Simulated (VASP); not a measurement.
A run of VASP 6.6.1 is set up as follows.

Contents of INCAR:

```
PREC = Accurate
ENCUT = 520
EDIFF = 1E-6
ISMEAR = -1
SIGMA = 0.1
LREAL = False
LASPH = True
NELM = 60
ALGO = Normal
ISIF = 2
LWAVE = False
LCHARG = False
GGA = B5
ALDAX = 1.0
AGGAX = 1.0
AGGAC = 1.0
ALDAC = 0.0
NBANDS = 17
```

File KPOINTS:

```
Automatic mesh
0
Gamma
  14 14 8
```

The input POSCAR:

```
Pd
1.0
    2.7553503545      0.0000000000      0.0000000000
   -1.3776751772      2.3862034033      0.0000000000
    0.0000000000      0.0000000000      4.6053486765
Pd
2
Direct
    0.3333333333      0.6666666667      0.2500000000
    0.6666666667      0.3333333333      0.7500000000
```

Potentials or basis: VASP PAW PBE potentials, release 64 (Pd).

The run is started by

```sh
$ cat potpaw_PBE.64/Pd/POTCAR > POTCAR
$ mpirun -np 1 vasp_std > vasp.out
```

Task: Predict the pressure.

Result: 14.2 GPa.

Task: Estimate the band gap on the k mesh.

Result: Zero (bands 10 and 11 overlap by 0.90 eV).

Stress tensor (GPa, compression positive):
```
14.52  0.00  0.00
 0.00 14.52  0.00
 0.00  0.00 13.46
```

Caveat: the cell stands under pressure; the PAW data sets were made with another functional, which shifts forces and pressure a little.
